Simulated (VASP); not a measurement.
Set up this calculation in VASP 6.6.1, as the native input.

* Task: single point
* Functional: PBEsol
* Potentials or basis: VASP PAW PBE potentials, release 64 (Mg, O)
* Cutoff: 520 eV
* k mesh: 9 × 9 × 6
* Occupations: gaussian, width 0.05 eV
* Spin: no spin polarisation
* Dipole correction: no
* Further INCAR settings: ALGO = Normal; EDIFF = 1e-07; NBANDS = 16

The structure of MgO lies in POSCAR:

```
MgO
1.0
    3.4540523579      0.0000000000      0.0000000000
   -1.7270261790      2.9912970879      0.0000000000
    0.0000000000      0.0000000000      4.2924500482
Mg O
2 2
Direct
    0.6666666667      0.3333333333      0.7500000000
    0.3333333333      0.6666666667      0.2500000000
    0.6666666667      0.3333333333      0.2500000000
    0.3333333333      0.6666666667      0.7500000000
```

This cell differs from its parent crystal: mode 5 frozen in at +0.000 Å, strain +e along z and -e/2 along x and y +0.0233.

One way to write it, as run:

INCAR

```
  PREC = Accurate
  ENCUT = 520
  EDIFF = 1E-7
  ISMEAR = 0
  SIGMA = 0.05
  LREAL = F
  LASPH = T
  NELM = 100
  ALGO = Normal
  ISIF = 2
  LWAVE = F
  LCHARG = T
  GGA = PS
  LELF = T
  LVHAR = T
  NBANDS = 16
```

KPOINTS

```
regular mesh
0
Gamma
  9 9 6
```

Potentials or basis: VASP PAW PBE potentials, release 64 (Mg, O).

Run with:

```sh
$ cat potpaw_PBE.64/Mg/POTCAR potpaw_PBE.64/O/POTCAR > POTCAR
$ mpirun -np 1 vasp_std > vasp.out
```

It gave:

```
Pressure               : -0.3 GPa
Band gap on the k mesh : 3.23 eV, direct
```

Caveat: the cell differs from its parent crystal (mode 5 frozen in at +0.000 Å, strain +e along z and -e/2 along x and y +0.0233); the PAW data sets were made with another functional, which shifts forces and pressure a little.

Run time: 39 s on 1 thread of Intel(R) Xeon(R) Platinum 8375C CPU @ 2.90GHz (Ice Lake) (shared host), peak memory 0.18 GiB.
